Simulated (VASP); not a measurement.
Input of a VASP 6.6.1 run:

File INCAR:

```
SYSTEM = ZrC
ALGO     = Normal         ! electronic algorithm
EDIFF    = 1E-6           ! SCF threshold, eV
ENCUT    = 520            ! plane-wave cutoff, eV
GGA      = PS             ! functional
ISIF     = 2              ! what is computed and relaxed
ISMEAR   = -1             ! smearing method
LASPH    = .TRUE.         ! aspherical terms in the spheres
LCHARG   = .FALSE.        ! write CHGCAR
LREAL    = .FALSE.        ! projectors in reciprocal space
LWAVE    = .FALSE.        ! write WAVECAR
NBANDS   = 15             ! bands
NELM     = 80             ! most SCF steps
PREC     = Accurate       ! precision mode
SIGMA    = 0.05           ! smearing width, eV
```

The input KPOINTS:

```
k-points
0
G
  15 15 15
  0 0 0
```

POSCAR

```
ZrC
1.0
    0.0000000000      2.3502100000      2.3972142000
    2.3502100000      0.0000000000      2.3972142000
    2.3502100000      2.3502100000      0.0000000000
Zr C
1 1
Direct
    0.5000000000      0.5000000000      0.5000000000
    0.0000000000      0.0000000000      0.0000000000
```

Potentials or basis: VASP PAW PBE potentials, release 64 (Zr_sv, C).

The run is started by

```bash
$ cat potpaw_PBE.64/Zr_sv/POTCAR potpaw_PBE.64/C/POTCAR > POTCAR
$ mpirun -np 1 vasp_std > vasp.out
```

Problem. Predict the pressure.

Solution. -8.2 GPa.

Problem. Predict the band gap on the k mesh.

Solution. Zero (bands 8 and 9 overlap by 1.37 eV).

Stress tensor (GPa, compression positive):
```
 -6.13   0.00   0.00
  0.00  -6.13   0.00
  0.00   0.00 -12.40
```

Caveat: the cell differs from its parent crystal (zz strain of +2 %); the stress differs along the axes, from -12 to -6 GPa; the PAW data sets were made with another functional, which shifts forces and pressure a little.
